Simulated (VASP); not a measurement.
Crystal: Ag2O.

```
Ag O
1.0
     4.81214    0.00000    0.00000
     0.00000    4.81214    0.00000
     0.00000    0.00000    4.81214
Ag O
4 2
Cartesian
  1.2030 1.2030 1.2030
  1.2030 3.6091 3.6091
  3.6091 3.6091 1.2030
  3.6091 1.2030 3.6091
  0.0000 0.0000 0.0000
  2.4061 2.4061 2.4061
```

```yaml
Program: VASP 6.6.1
Task: relaxation of cell and atoms
Functional: PBEsol
Potentials_or_basis: VASP PAW PBE potentials, release 64 (Ag, O)
Cutoff: 600 eV
k_mesh: 6 × 6 × 6
Occupations: fermi-dirac, width 0.02 eV
Spin: no spin polarisation
```

At the start: pressure -5.1 GPa; volume 18.57 Å³/atom.

Question: Where does the relaxation end?

Answer: Over 3 steps the energy falls by 21.2 meV/atom and the volume is 17.33 Å³/atom (-6.7 %); space group Pn-3m (No. 224, to 0.05 Å).

Step by step:
```csv
step,energy change (eV),largest force (eV/Å),pressure (GPa),volume (Å³)
1,0.0000,0.0000,-5.09,111.43
2,-0.1180,0.0000,1.63,102.18
3,-0.1270,0.0000,0.01,103.99
```

Final structure:
```
Ag O
1.0
     4.70245    0.00000    0.00000
     0.00000    4.70245    0.00000
     0.00000    0.00000    4.70245
Ag O
4 2
Direct
  0.25000 0.25000 0.25000
  0.25000 0.75000 0.75000
  0.75000 0.75000 0.25000
  0.75000 0.25000 0.75000
  0.00000 0.00000 0.00000
  0.50000 0.50000 0.50000
```

Caveat: the PAW data sets were made with another functional, which shifts forces and pressure a little.
